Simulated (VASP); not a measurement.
Set up this calculation in VASP 6.6.1, as the native input.

```yaml
Task: single point
Functional: r2SCAN
Potentials_or_basis: VASP PAW PBE potentials, release 64 (Ge_d)
Cutoff: 520 eV
k_mesh: 12 × 12 × 4
Occupations: fermi-dirac, width 0.02 eV
Spin: no spin polarisation
Dipole_correction: no
Further_INCAR_settings: ALGO = Normal; EDIFF = 1e-06; NBANDS = 36
```

The system is Ge.

```xyz
4
Lattice="4.0776 0.0000 0.0000 -2.0388 3.5313 0.0000 0.0000 0.0000 6.7247" Properties=species:S:1:pos:R:3 pbc="T T T"
Ge    0.0000    2.3542    0.0025
Ge    2.0388    1.1771    3.3648
Ge    0.0000    2.3542    2.5193
Ge    2.0388    1.1771    5.8816
```

This cell differs from its parent crystal: strain +2.0%.

The input as run:

POSCAR

```
Ge
1.0
    4.0775675115      0.0000000000      0.0000000000
   -2.0387837557      3.5312770506      0.0000000000
    0.0000000000      0.0000000000      6.7246759070
Ge
4
Direct
    0.3333333333      0.6666666667      0.0003695990
    0.6666666667      0.3333333333      0.5003695990
    0.3333333333      0.6666666667      0.3746304010
    0.6666666667      0.3333333333      0.8746304010
```

INCAR.step1

```
SYSTEM = Ge
  PREC = Accurate
  ENCUT = 520
  ISMEAR = -1
  SIGMA = 0.02
  LREAL = .FALSE.
  LASPH = .TRUE.
  NELM = 80
  NBANDS = 36
  GGA = PE
  ALGO = Normal
  EDIFF = 1E-4
  LWAVE = .TRUE.
  LCHARG = .FALSE.
```

INCAR.step2

```
SYSTEM = Ge
  PREC = Accurate
  ENCUT = 520
  EDIFF = 1E-6
  ISMEAR = -1
  SIGMA = 0.02
  LREAL = .FALSE.
  LASPH = .TRUE.
  NELM = 80
  ALGO = Normal
  ISIF = 2
  LWAVE = .FALSE.
  LCHARG = .FALSE.
  METAGGA = R2SCAN
  LMIXTAU = .TRUE.
  NBANDS = 36
  ISTART = 1
```

KPOINTS

```
regular mesh
0
G
  12 12 4
  0 0 0
```

Potentials or basis: VASP PAW PBE potentials, release 64 (Ge_d).

Command:

```sh
$ cat potpaw_PBE.64/Ge_d/POTCAR > POTCAR
$ cp INCAR.step1 INCAR
$ mpirun -np 1 vasp_std > vasp.out
$ cp INCAR.step2 INCAR
$ mpirun -np 1 vasp_std > vasp.out
```

It gave:

```
Pressure               : -3.6 GPa
Largest force          : 0.009 eV/Å
Band gap on the k mesh : 0.09 eV, direct
```

Caveat: the cell differs from its parent crystal (strain +2.0%); the PAW data sets were made with another functional, which shifts forces and pressure a little.

It took 6.5 min on 1 thread of Intel(R) Xeon(R) Platinum 8488C (Sapphire Rapids) (shared host), peak memory 0.3 GiB.
